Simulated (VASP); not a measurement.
# B16P16H (a cell with a defect) in VASP: further runs

The runs below take B16P16H (a cell with a defect) through single point, with PBE.

Program: VASP 6.6.1. These are calculated values, not measurements. Logs are shortened: lines on timing, memory, paths and dates and some standing lists are left out, and cuts for length are marked.

## Step 1: The cell of the first run

The cell holds a defect, 33 atoms: a = 7.878 Å, b = 7.878 Å, c = 7.878 Å, α = 109.47°, β = 109.47°, γ = 109.47°.

## Step 2: Single point, PBE (with an interstitial atom, then relaxed in part)

Input file INCAR:

```
SYSTEM = B16P16H
PREC = Accurate
ENCUT = 520
EDIFF = 1E-6
ISMEAR = 0
SIGMA = 0.02
LREAL = Auto
LASPH = .True.
NELM = 80
ALGO = Normal
ISIF = 2
LWAVE = .False.
LCHARG = .True.
GGA = PE
LELF = .True.
LVHAR = .True.
NBANDS = 86
NELECT = 130.0
```

Input file KPOINTS:

```
Automatic mesh
0
Gamma
  2 2 2
  0.5 0.5 0.5
```

Input file POSCAR:

```
B16P16H
1.0
   -4.5481928018      4.5481928018     -4.5481928018
   -4.5481928018     -4.5481928018      4.5481928018
    4.5481928018      4.5481928018      4.5481928018
B P H
16 16 1
Direct
    0.2525928394      0.2529403910      0.4994150174
   -0.0008490190      0.5003410566      0.4994173185
   -0.0008440569      0.2529583171      0.7528750057
    0.7457026268      0.7460432178      0.4994165261
    0.7491449169      0.4995002910      0.7494169694
    0.7491444287      0.2495008986     -0.0005848152
    0.5000129804     -0.0004981009      0.4994174916
    0.4991469398      0.7494977721      0.7494136973
    0.4983053933      0.4986561716     -0.0014284753
    0.4991461768      0.2494982909      0.2494128991
    0.2525912770     -0.0005019475      0.7528553401
    0.2491472601      0.7495008822     -0.0005813176
    0.2491479346      0.4995030728      0.2494165328
   -0.0008487038     -0.0004980267      0.0002604491
   -0.0008480161      0.7460620051      0.2459791880
    0.7457004476     -0.0005001097      0.2459582899
   -0.0008519409     -0.0004991808      0.2541733024
    0.7489318916      0.2503957139      0.2491996153
    0.7539463673     -0.0005006254      0.4994153162
    0.4980356107      0.4983880172      0.2485189472
    0.5002593361      0.2497097911      0.4994136331
    0.5002581715     -0.0005023026      0.7496248386
    0.2500504756      0.7492948238      0.2492107651
    0.2493646057      0.5006055216      0.4994139301
    0.2443816870      0.2447349548      0.7446506608
    0.2493635295     -0.0005018290      0.0005208223
   -0.0008517941      0.7542543749      0.4994168370
   -0.0008537856      0.5006131589      0.7496357154
   -0.0008535818      0.2497195610      0.0005297824
    0.7489334153      0.7492851466      0.7503116893
    0.7482558034      0.4983954244     -0.0016889393
    0.4980338919      0.7486022712     -0.0016980452
   -0.0008978074     -0.0004978294      0.4994200514
```

Potentials or basis: VASP PAW PBE potentials, release 64 (B, P, H).

Command:

```sh
$ cat potpaw_PBE.64/B/POTCAR potpaw_PBE.64/P/POTCAR potpaw_PBE.64/H/POTCAR > POTCAR
$ mpirun -np 1 vasp_std > vasp.out
```

OUTCAR:

```text
SYSTEM = B16P16H
   PREC = Accurate
   ENCUT = 520
   EDIFF = 1E-6
   ISMEAR = 0
   LREAL = Auto
   LASPH = .True.
   NELM = 80
   ISIF = 2
   GGA = PE
   NELECT = 130.0

 ion  position               nearest neighbor table
   1  0.253  0.253  0.499-  24 1.96  21 1.96  25 1.98  17 1.98
   2  0.999  0.500  0.499-  24 1.97  18 1.97  28 1.97  27 2.00
   3  0.999  0.253  0.753-  29 1.96  28 1.96  25 1.98  19 1.98
   4  0.746  0.746  0.499-  30 1.96  20 1.96  27 1.98  19 1.98
   5  0.749  0.500  0.749-  30 1.97  28 1.97  31 1.97  21 1.97
   6  0.749  0.250  0.999-  18 1.97  29 1.97  31 1.97  22 1.97
[... 24 lines left out ...]
  31  0.748  0.498  0.998-  15 1.96   5 1.97   6 1.97   9 1.97
  32  0.498  0.749  0.998-  16 1.96   8 1.97  12 1.97   9 1.97
  33  0.999  1.000  0.499-

  LATTYP: Found a body centered cubic cell.
 ALAT       =     9.0963856036

  Lattice vectors:

 A1 = (  -4.5481928018,   4.5481928018,  -4.5481928018)
 A2 = (  -4.5481928018,  -4.5481928018,   4.5481928018)
 A3 = (   4.5481928018,   4.5481928018,   4.5481928018)

Analysis of symmetry for initial positions (statically):
=====================================================================
 Subroutine PRICEL returns:
 Original cell was already a primitive cell.

 Routine SETGRP: Setting up the symmetry group for a
 body centered cubic supercell.

 Subroutine GETGRP returns: Found  2 space group operations
 (whereof  1 operations were pure point group operations)
 out of a pool of 48 trial point group operations.

The static configuration has the point symmetry C_1 .
 The point group associated with its full space group is C_1h.

Analysis of symmetry for dynamics (positions and initial velocities):
=====================================================================
 Subroutine PRICEL returns:
 Original cell was already a primitive cell.

 Routine SETGRP: Setting up the symmetry group for a
 body centered cubic supercell.

 Subroutine GETGRP returns: Found  2 space group operations
 (whereof  1 operations were pure point group operations)
 out of a pool of 48 trial point group operations.

The dynamic configuration has the point symmetry C_1 .
 The point group associated with its full space group is C_1h.

 Subroutine INISYM returns: Found  2 space group operations
 (whereof  1 operations are pure point group operations),
 and found     1 'primitive' translations

----------------------------------------------------------------------------------------

[... 138 lines left out ...]
   ISIF   =      2    stress and relaxation
   ISYM   =      2    0-nonsym 1-usesym 2-fastsym
   POTIM  = 0.5000    time-step for ionic-motion
   TEBEG  =    0.0;   TEEND  =   0.0 temperature during run
   PSTRESS=    0.0 pullay stress
   NELECT =     130.0000    total number of electrons
   NUPDOWN=      -1.0000    fix difference up-down
   EMIN   =  10.00;   EMAX   =-10.00  energy-range for DOS
   EFERMI =   0.00;   METHOD = LEGACY
   ISMEAR =     0;   SIGMA  =   0.02  broadening in eV -4-tet -1-fermi 0-gaus
   EFERMI_NEDOS =   21; number of points for ismear=-14 and -15
   IALGO  =     38    algorithm
   IMIX   =      4    mixing-type and parameters
     AMIX     =   0.40;   BMIX     =  1.00
     AMIX_MAG =   1.60;   BMIX_MAG =  1.00
  volume/ion in A,a.u.               =      11.40        76.96
  Fermi-wavevector in a.u.,A,eV,Ry     =   1.148675  2.170681 17.952258  1.319454
  Thomas-Fermi vector in A             =   2.285349
   LORBIT       =      0    0 simple, 1 ext, 2 COOP (PROOUT), +10 PAW based schemes
   GGA     = PE    functional components
   LHFCALC =     F    Hartree Fock is set to
   AEXX    =    0.0000 exact exchange contribution
   IVDW    =     0    specifies the selected vdW correction
   LEPSILON=     F    determine dielectric tensor
   LRPA    =     F    only Hartree local field effects (RPA)
 non-spin polarized calculation
 Gauss-broadening in eV      SIGMA  =   0.02
  energy-cutoff  :      520.00
  volume of cell :      376.34
 maximum number of plane-waves:     10168
 NGX is ok and might be reduce to    60
   NGX = 29   NGY = 29   NGZ = 29

 number of electron     130.0000006 magnetization

 Free energy of the ion-electron system (eV)
  ---------------------------------------------------
  ext. energy  EPLUGINS =         0.00000000
  ---------------------------------------------------
  free energy    TOTEN  =      -199.85862066 eV

  energy without entropy =     -199.85862066  energy(sigma->0) =     -199.85862066

 E-fermi :   7.7223     XC(G=0): -10.9514

 val. band max:        7.6202574534   @ k =   0.2500  -0.2500   0.2500
 cond. band min:       8.9616095467   @ k =   0.2500  -0.2500   0.2500
 fundamental gap:      1.3413520933
 Fermi energy:         7.7223398352

 k-point     1 :       0.2500    0.2500    0.2500
  band No.  band energies     occupation
      1      -7.1205      2.00000
      2      -6.9670      2.00000
      3      -6.9670      2.00000
      4      -6.9669      2.00000
      5      -4.6412      2.00000
      6      -4.4108      2.00000
[... 229 lines left out ...]
     76      11.0655      0.00000
     77      11.3243      0.00000
 [bands above 77 left out]

------------------------ aborting loop because EDIFF is reached ----------------------------------------

  FORCE on cell =-STRESS in cart. coord.  units (eV):
  Direction    XX          YY          ZZ          XY          YZ          ZX
  --------------------------------------------------------------------------------------
  -------------------------------------------------------------------------------------
  Total       12.0929919     12.0929919     12.0872377     -0.0073393      0.0062152     -0.0062150
  in kB       51.4834631     51.4834631     51.4589661     -0.0312457      0.0264602     -0.0264593
  external PRESSURE =      51.4752974 kB  Pullay stress =       0.0000000 kB

 VOLUME and BASIS-vectors are now :
 -----------------------------------------------------------------------------
  energy-cutoff  :      520.00
  volume of cell :      376.34
      direct lattice vectors                 reciprocal lattice vectors
    -4.548192802  4.548192802 -4.548192802    -0.109933774  0.109933774  0.000000000
    -4.548192802 -4.548192802  4.548192802    -0.109933774  0.000000000  0.109933774
     4.548192802  4.548192802  4.548192802     0.000000000  0.109933774  0.109933774

 POSITION                                       TOTAL-FORCE (eV/Angst)
 -----------------------------------------------------------------------------------
     -0.02783      2.26986      2.27302         0.008200      0.000639      0.000324
     -4.54853      4.54013      0.00276         0.002736      0.006383     -0.003519
     -2.27064      6.81807      0.03037        -0.000301      0.000301     -0.008735
     -4.51331      2.26989      2.27299        -0.008427      0.000465     -0.000102
     -2.27059      4.54392      2.27306        -0.002301      0.002315      0.001087
      0.00350      6.81801      2.27306        -0.002315      0.002301      0.001087
[... 25 lines left out ...]
     -1.12947      3.40084      5.68010         0.002293     -0.002997     -0.001826
     -6.81858      2.26964      2.27328        -0.000630      0.000630     -0.000330
 -----------------------------------------------------------------------------------
    total drift:                                0.047192      0.031962     -0.006685

  FREE ENERGIE OF THE ION-ELECTRON SYSTEM (eV)
  ---------------------------------------------------
  free  energy   TOTEN  =      -199.8586206563 eV

  energy  without entropy=     -199.8586206563  energy(sigma->0) =     -199.85862066
```

OSZICAR:

```text
N       E                     dE             d eps       ncg     rms          rms(c)
DAV:   1     0.437691014116E+03    0.43769E+03   -0.57986E+04   516   0.136E+03
DAV:   2    -0.170919862879E+03   -0.60861E+03   -0.57589E+03   630   0.226E+02
DAV:   3    -0.210637937924E+03   -0.39718E+02   -0.39249E+02   640   0.541E+01
DAV:   4    -0.211436275767E+03   -0.79834E+00   -0.79258E+00   632   0.851E+00
DAV:   5    -0.211460381638E+03   -0.24106E-01   -0.24072E-01   624   0.130E+00    0.290E+01
DAV:   6    -0.201367382872E+03    0.10093E+02   -0.20137E+01   600   0.107E+01    0.158E+01
DAV:   7    -0.199953215132E+03    0.14142E+01   -0.48286E+00   648   0.528E+00    0.451E+00
DAV:   8    -0.199849021197E+03    0.10419E+00   -0.43648E-01   616   0.185E+00    0.122E+00
DAV:   9    -0.199857358016E+03   -0.83368E-02   -0.38077E-02   616   0.585E-01    0.251E-01
DAV:  10    -0.199857853764E+03   -0.49575E-03   -0.24184E-03   600   0.143E-01    0.135E-01
DAV:  11    -0.199858557660E+03   -0.70390E-03   -0.85030E-04   600   0.923E-02    0.450E-02
DAV:  12    -0.199858597216E+03   -0.39556E-04   -0.38012E-05   640   0.193E-02    0.346E-02
DAV:  13    -0.199858618892E+03   -0.21677E-04   -0.32446E-05   584   0.192E-02    0.809E-03
DAV:  14    -0.199858620378E+03   -0.14861E-05   -0.19673E-06   456   0.421E-03    0.944E-03
DAV:  15    -0.199858620656E+03   -0.27781E-06   -0.19582E-07   312   0.142E-03
   1 F= -.19985862E+03 E0= -.19985862E+03  d E =-.410299E-13
```

stdout:

```text
POSCAR found type information on POSCAR B P H
 POSCAR found :  3 types and      33 ions
 scaLAPACK will be used
 LDA part: xc-table for (Slater+PW92), standard interpolation
 POSCAR, INCAR and KPOINTS ok, starting setup
 FFT: planning ... GRIDC
 FFT: planning ... GRID_SOFT
 FFT: planning ... GRID
 WAVECAR not read
 entering main loop
 the old and the new charge density differ
 old charge density:   129.00000 new  130.00000
    0.290E+01
```

Wall time 2.5 min (1 thread of AMD EPYC 9R45 (Zen 5), shared host); peak memory 0.48 GiB.

Results:

| Item | Value |
| --- | --- |
| Free energy | -199.8586 eV |
| Largest force | 0.021 eV/Å |

Forces on the atoms (eV/Å):
```
B    0.008  0.001  0.000
B    0.003  0.006 -0.004
B    0.000  0.000 -0.009
B   -0.008  0.000  0.000
B   -0.002  0.002  0.001
B   -0.002  0.002  0.001
B    0.003 -0.003  0.006
B   -0.002  0.002  0.001
B   -0.004  0.004  0.004
B   -0.002  0.002  0.001
B   -0.001 -0.008  0.000
B   -0.002  0.002  0.001
B   -0.002  0.002  0.001
B   -0.006 -0.003 -0.004
B    0.000  0.000  0.008
B    0.000  0.008  0.000
P    0.013  0.011  0.012
P   -0.001 -0.007  0.002
P   -0.010  0.010 -0.012
P    0.003 -0.002 -0.002
P   -0.004  0.001 -0.006
P   -0.001  0.004 -0.006
P   -0.001  0.001 -0.009
P   -0.003 -0.008  0.004
P    0.012 -0.012 -0.012
P    0.008  0.003  0.004
P   -0.011 -0.013  0.012
P   -0.002 -0.006  0.004
P    0.006  0.002  0.004
P    0.007  0.001  0.002
P    0.003 -0.003 -0.003
P    0.002 -0.003 -0.002
H   -0.001  0.001  0.000
```

Caveat: the cell carries a net charge on a neutralising background, which shifts energy and pressure; the cell differs from its parent crystal (with an interstitial atom, then relaxed in part); the cell is charged against a uniform background, so pressure and absolute levels hang on convention.

## Step 3: Single point, PBE

Input file INCAR:

```
PREC = Accurate ; ENCUT = 520
EDIFF = 1E-7 ; ISMEAR = 0
SIGMA = 0.02 ; LREAL = Auto
LASPH = True ; NELM = 60
ALGO = Normal ; ISIF = 2
LWAVE = False ; LCHARG = False
GGA = PE ; NBANDS = 86
NELECT = 130.0
```

KPOINTS is that of step 2.

Input file POSCAR:

```
B16P16H
1.0
   -4.5481928018      4.5481928018     -4.5481928018
   -4.5481928018     -4.5481928018      4.5481928018
    4.5481928018      4.5481928018      4.5481928018
B P H
16 16 1
Direct
    0.2534452804      0.2534403334      0.4999991423
    0.0000034079      0.5008410152      0.5000014509
    0.0000083550      0.2534582526      0.7534590439
    0.7465549830      0.7465431102      0.5000005715
    0.7499972294      0.5000001317      0.7500009671
    0.7499967896      0.2500007255     -0.0000007695
    0.5008654205      0.0000017589      0.5000015609
    0.4999993622      0.7499976691      0.7499977790
    0.4991577092      0.4991560602     -0.0008444013
    0.4999984827      0.2499981970      0.2499969877
    0.2534437413     -0.0000019788      0.7534394757
    0.2499996261      0.7500007473      0.0000027483
    0.2500003957      0.5000029900      0.2500006155
    0.0000036278      0.0000018689      0.0008445113
    0.0000043974      0.7465619089      0.2465633162
    0.7465527844     -0.0000002199      0.2465423189
    0.0000004397      0.0000007695      0.2547573400
    0.7497842877      0.2508956963      0.2497837162
    0.7547986969     -0.0000007695      0.4999993622
    0.4988880417      0.4988879317      0.2491030063
    0.5011117820      0.2502097096      0.4999977132
    0.5011105728     -0.0000024185      0.7502088519
    0.2509029519      0.7497947314      0.2497948195
    0.2502169652      0.5011054059      0.4999979330
    0.2452341070      0.2452348765      0.7452347883
    0.2502158659     -0.0000019788      0.0011048344
    0.0000005497      0.7547542836      0.5000009013
   -0.0000014291      0.5011129913      0.7502197353
   -0.0000012093      0.2502194937      0.0011138490
    0.7497858267      0.7497850572      0.7508957181
    0.7491081949      0.4988952973     -0.0011049444
    0.4988862827      0.7491022585     -0.0011139589
   -0.0000454026      0.0000020887      0.5000040893
```

Potentials or basis: VASP PAW PBE potentials, release 64 (B, P, H).

Command:

```sh
$ cat potpaw_PBE.64/B/POTCAR potpaw_PBE.64/P/POTCAR potpaw_PBE.64/H/POTCAR > POTCAR
$ mpirun -np 1 vasp_std > vasp.out
```

Wall time 2.5 min (1 thread of AMD EPYC 9R45 (Zen 5), shared host); peak memory 0.49 GiB.

It converged, with:

| Item | Value |
| --- | --- |
| Free energy | -199.8586 eV |
| Largest force | 0.021 eV/Å |

Forces on the atoms (eV/Å):
```
B    0.007  0.000  0.000
B    0.005  0.004 -0.004
B    0.000  0.000 -0.008
B   -0.008  0.000  0.000
B    0.000  0.000  0.000
B    0.000  0.000  0.000
B    0.005 -0.005  0.005
B    0.000  0.000  0.000
B   -0.004  0.004  0.004
B    0.000  0.000  0.000
B    0.000 -0.007  0.000
B    0.000  0.000  0.000
B    0.000  0.000  0.000
B   -0.004 -0.005 -0.004
B    0.000  0.000  0.007
B    0.000  0.008  0.000
P    0.012  0.012  0.012
P   -0.004 -0.006  0.004
P   -0.011  0.011 -0.011
P    0.006 -0.004 -0.004
P   -0.006  0.004 -0.004
P   -0.004  0.006 -0.004
P   -0.004  0.004 -0.007
P   -0.006 -0.004  0.004
P    0.012 -0.012 -0.012
P    0.004  0.006  0.004
P   -0.012 -0.012  0.012
P   -0.004 -0.004  0.006
P    0.004  0.004  0.006
P    0.006  0.004  0.004
P    0.004 -0.004 -0.007
P    0.004 -0.006 -0.004
H   -0.001  0.001 -0.001
```

Levels at points of the mesh, in eV from the Fermi level:
```csv
k point,band 62,band 63,band 64,band 65,band 66,band 67,band 68,band 69
"(0.25, 0.25, 0.25)",-1.41,-1.41,-1.41,-0.32,2.11,2.11,2.11,2.14
```

Caveat: the cell carries a net charge on a neutralising background, which shifts energy and pressure; the cell is charged against a uniform background, so pressure and absolute levels hang on convention.
